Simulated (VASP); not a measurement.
Set up this calculation in VASP 6.6.1, as the native input.

```yaml
Task: single point
Functional: r2SCAN
Potentials_or_basis: VASP PAW PBE potentials, release 64 (Nb_sv, As)
Cutoff: 550 eV
k_mesh: 12 × 12 × 12
Occupations: gaussian, width 0.1 eV
Spin: collinear spin
Starting_moments: "[1.0, 0.0] μB"
Dipole_correction: no
Further_INCAR_settings: ALGO = Normal; EDIFF = 1e-06; NBANDS = 20
```

Crystal: NbAs.

```
Nb As
1.0
     0.00000    2.84582    2.84582
     2.84582    0.00000    2.84582
     2.84582    2.84582    0.00000
Nb As
1 1
Direct
  0.00000 0.00000 0.00000
  0.25000 0.25000 0.25000
```

The input as run:

POSCAR

```
NbAs
1.0
    0.0000000000      2.8458179442      2.8458179442
    2.8458179442      0.0000000000      2.8458179442
    2.8458179442      2.8458179442      0.0000000000
Nb As
1 1
Direct
    0.0000000000      0.0000000000      0.0000000000
    0.2500000000      0.2500000000      0.2500000000
```

INCAR.step1

```
SYSTEM = NbAs
PREC = Accurate
ENCUT = 550
ISMEAR = 0
SIGMA = 0.1
LREAL = .False.
LASPH = .True.
NELM = 200
ISPIN = 2
MAGMOM = 1 0
LMAXMIX = 4
NBANDS = 20
GGA = PE
ALGO = Normal
EDIFF = 1E-5
LWAVE = .True.
LCHARG = .False.
GGA_COMPAT = .False.
```

INCAR.step2

```
SYSTEM = NbAs
PREC = Accurate
ENCUT = 550
EDIFF = 1E-6
ISMEAR = 0
SIGMA = 0.1
LREAL = .False.
LASPH = .True.
NELM = 200
ALGO = Normal
ISIF = 2
LWAVE = .False.
LCHARG = .False.
ISPIN = 2
MAGMOM = 1 0
LORBIT = 11
LMAXMIX = 4
METAGGA = R2SCAN
LMIXTAU = .True.
NBANDS = 20
ISTART = 1
GGA_COMPAT = .False.
```

KPOINTS

```
regular mesh
0
Gamma
  12 12 12
  0 0 0
```

Potentials or basis: VASP PAW PBE potentials, release 64 (Nb_sv, As).

Launch:

```sh
$ cat potpaw_PBE.64/Nb_sv/POTCAR potpaw_PBE.64/As/POTCAR > POTCAR
$ cp INCAR.step1 INCAR
$ mpirun -np 1 vasp_std > vasp.out
$ cp INCAR.step2 INCAR
$ mpirun -np 1 vasp_std > vasp.out
```

Results of the run:

```yaml
Pressure: 5.5 GPa
Band_gap_on_the_k_mesh: zero (filled and empty bands overlap)
Net_moment: 0.00 μB per cell
Valence_electrons_inside_the_program's_atomic_spheres: Nb 10.67; As 3.05
```

Caveat: the cell stands under pressure; the PAW data sets were made with another functional, which shifts forces and pressure a little.

It took 9.8 min on 1 thread of Intel Xeon 8259CL, on a shared host, peak memory 0.29 GiB.
